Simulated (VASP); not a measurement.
CaSe: single point with PBE

Crystal: CaSe.

```
CELL_PARAMETERS angstrom
0.00000 3.02990 2.95600
2.95600 0.00000 2.95600
2.95600 3.02990 0.00000
ATOMIC_POSITIONS crystal
Ca 0.00000 0.00000 0.00000
Se 0.50000 0.50000 0.50000
```

This cell differs from its parent crystal: strain +0.0250 x Voigt [0, 1, 0, 0, 0, 0].

```yaml
Program: VASP 6.6.1
Task: single point
Functional: PBE
Potentials_or_basis: VASP PAW PBE potentials, release 64 (Ca_sv, Se)
Cutoff: 520 eV
k_mesh: 8 × 8 × 8
Occupations: gaussian, width 0.05 eV
Spin: no spin polarisation
```

The pressure is 0.2 GPa and the band gap on the k mesh is 2.07 eV, indirect (least direct gap 2.94 eV).

Stress tensor (GPa, compression positive):
```
 0.84  0.00  0.00
 0.00 -1.19  0.00
 0.00  0.00  0.84
```

Levels at points of the mesh, in eV from the valence-band top:
```csv
k point,band 5,band 6,band 7,band 8,band 9,band 10,band 11,band 12
"(0.00, 0.00, 0.00)",-11.72,-0.01,0.00,0.00,3.19,3.61,3.76,3.76
"(0.50, 0.00, 0.00)",-11.07,-3.20,-1.16,-1.15,4.47,5.41,5.43,5.48
"(0.50, 0.50, 0.00)",-11.16,-2.44,-0.97,-0.91,2.07,4.88,5.07,5.91
"(0.50, 0.00, 0.50)",-11.19,-2.51,-0.86,-0.86,2.08,4.97,4.98,5.90
```

Run time: 32 s on 1 thread of AMD EPYC 7R43 64-Core Processor (Zen 3), on a shared host, peak memory 0.17 GiB.

Caveat: the cell differs from its parent crystal (strain +0.0250 x Voigt [0, 1, 0, 0, 0, 0]). A k mesh can miss the band edges.
